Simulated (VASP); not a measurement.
Input of a VASP 6.6.1 run:

The input INCAR:

```
SYSTEM = Sn
PREC = Accurate ; ENCUT = 520
EDIFF = 1E-6 ; ISMEAR = 0
SIGMA = 0.15 ; LREAL = .FALSE.
LASPH = .TRUE. ; NELM = 100
ALGO = Fast ; ISIF = 2
LWAVE = .FALSE. ; LCHARG = .TRUE.
GGA = PS ; LELF = .TRUE.
LVHAR = .TRUE. ; NBANDS = 21
```

Contents of KPOINTS:

```
regular mesh
0
G
  18 18 18
  0 0 0
```

Contents of POSCAR:

```
Sn
1.0
    0.0000000000      3.4528543785      2.9349262217
    3.4528543785      0.0000000000      2.9349262217
    3.4528543785      3.4528543785      0.0000000000
Sn
2
Direct
    0.5000000000      0.5000000000      0.5000000000
    0.7500000000      0.7500000000      0.7500000000
```

Potentials or basis: VASP PAW PBE potentials, release 64 (Sn_d).

Launch:

```sh
$ cat potpaw_PBE.64/Sn_d/POTCAR > POTCAR
$ mpirun -np 1 vasp_std > vasp.out
```

Problem. Predict the pressure.

Solution. -0.4 GPa.

Problem. Estimate the band gap on the k mesh.

Solution. Zero (band 14 reaches 5.53 eV, above the bottom of band 15 at 4.88 eV).

Stress tensor (GPa, compression positive):
```
-1.55  0.00  0.00
 0.00 -1.55  0.00
 0.00  0.00  1.77
```

Caveat: the PAW data sets were made with another functional, which shifts forces and pressure a little; spin-orbit coupling is left out, which moves the levels of the heavy elements.
